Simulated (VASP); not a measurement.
Here is a VASP 6.6.1 calculation.

INCAR

```
PREC = Accurate ; ENCUT = 400
EDIFF = 1E-8 ; ISMEAR = -1
SIGMA = 0.02 ; LREAL = F
LASPH = T ; NELM = 120
ALGO = Normal ; ISIF = 2
LWAVE = F ; LCHARG = F
GGA = PS ; LEFG = T
NBANDS = 15 ; GGA_COMPAT = F
```

KPOINTS

```
Automatic mesh
0
Gamma
  7 7 7
```

POSCAR

```
KCl
1.0
    3.6340000000      0.0181700000      0.0181700000
    0.0181700000      3.6340000000      0.0181700000
    0.0181700000      0.0181700000      3.6340000000
K Cl
1 1
Direct
    0.0000000000      0.0000000000      0.0000000000
    0.5000000000      0.5000000000      0.5000000000
```

Potentials or basis: VASP PAW PBE potentials, release 64 (K_sv, Cl).

The run is started by

```bash
$ cat potpaw_PBE.64/K_sv/POTCAR potpaw_PBE.64/Cl/POTCAR > POTCAR
$ mpirun -np 1 vasp_std > vasp.out
```

Q: Estimate the pressure.

A: 2.4 GPa.

Q: Predict the band gap on the k mesh.

A: 5.39 eV (least direct gap 5.59 eV).

Stress tensor (GPa, compression positive):
```
 2.41 -0.13 -0.13
-0.13  2.41 -0.13
-0.13 -0.13  2.41
```

Caveat: the cell differs from its parent crystal (equal xy, yz and zx shear strains of +1 %); without QUAD_EFG the Cq values of the log hold for a quadrupole moment of 1 mb, not for the nuclei; the PAW data sets were made with another functional, which shifts forces and pressure a little. A k mesh can miss the band edges.
